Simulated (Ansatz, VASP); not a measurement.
# Co: VASP beside Ansatz

File INCAR:

```
ALGO     = Normal         # electronic algorithm
EDIFF    = 1E-6           # SCF threshold, eV
ENCUT    = 520            # plane-wave cutoff, eV
GGA      = PE             # functional
ISIF     = 2              # what is computed and relaxed
ISMEAR   = -1             # smearing method
ISPIN    = 2              # spin polarisation
LASPH    = True           # aspherical terms in the spheres
LCHARG   = False          # write CHGCAR
LMAXMIX  = 4              # l up to which the mixer works
LORBIT   = 11             # projections on sites
LREAL    = False          # projectors in reciprocal space
LWAVE    = False          # write WAVECAR
MAGMOM   = 2.4 2.4        # initial moments
NBANDS   = 20             # bands
NELM     = 150            # most SCF steps
NUPDOWN  = 4.8            # fixed moment
PREC     = Accurate       # precision mode
SIGMA    = 0.05           # smearing width, eV
```

File KPOINTS:

```
k-points
0
Gamma
  12 12 7
```

The input POSCAR:

```
Co
1.0
    2.4719999032      0.0000000000      0.0000000000
   -1.2359999516      2.1408147143      0.0000000000
    0.0000000000      0.0000000000      4.0211440800
Co
2
Direct
    0.6666666667      0.3333333333      0.7500000000
    0.3333333333      0.6666666667      0.2500000000
```

File input.yaml:

```yaml
crystal:
  lattice:
    - [2.4719999032, 0.0, 0.0]
    - [-1.2359999516, 2.1408147143, 0.0]
    - [0.0, 0.0, 4.02114408]
  atoms:
    - { symbol: Co, position: [0.6666666667, 0.3333333333, 0.75], spin: 2.4 }
    - { symbol: Co, position: [0.3333333333, 0.6666666667, 0.25], spin: 2.4 }
kpoints:
  mp_grid: { grid: [12, 12, 7] }
scf:
  occupations: { method: fermi_dirac, width: 0.05 }
hamiltonian:
  xc: pbe
  pseudopotentials: { kind: all_electron, lapw: { basis_error: 0.001 } }
magnetization:
  spin_polarized: true
  initial_magnetization: 4.8
  spin_locking: { lock_magnetization: hard }
output:
  forces: true
  stress: true
  eigenvalues: true
```

Alike in both runs: task single point; functional PBE; k mesh 12 × 12 × 7; occupations fermi-dirac, width 0.05 eV; collinear spin; fixed moment 4.8 μB.

```csv
,VASP,Ansatz
version,VASP 6.6.1,Ansatz 0.2.0
potentials or method,"VASP PAW PBE potentials, release 64 (Co), cutoff 520 eV","all-electron LAPW, scalar-relativistic"
```

```tsv
	VASP	Ansatz	Ansatz less VASP
pressure (GPa)	24.5	25.4	+0.93
traceless stress, the component that is largest in VASP (GPa)	3.66	4.02	+0.368
size of the moment on the site where the two differ most (μB)	2.35	2.38	+0.032
```

Site moments also hang on the region over which each program counts them. Ansatz ran all-electron here, and VASP with PAW potentials.
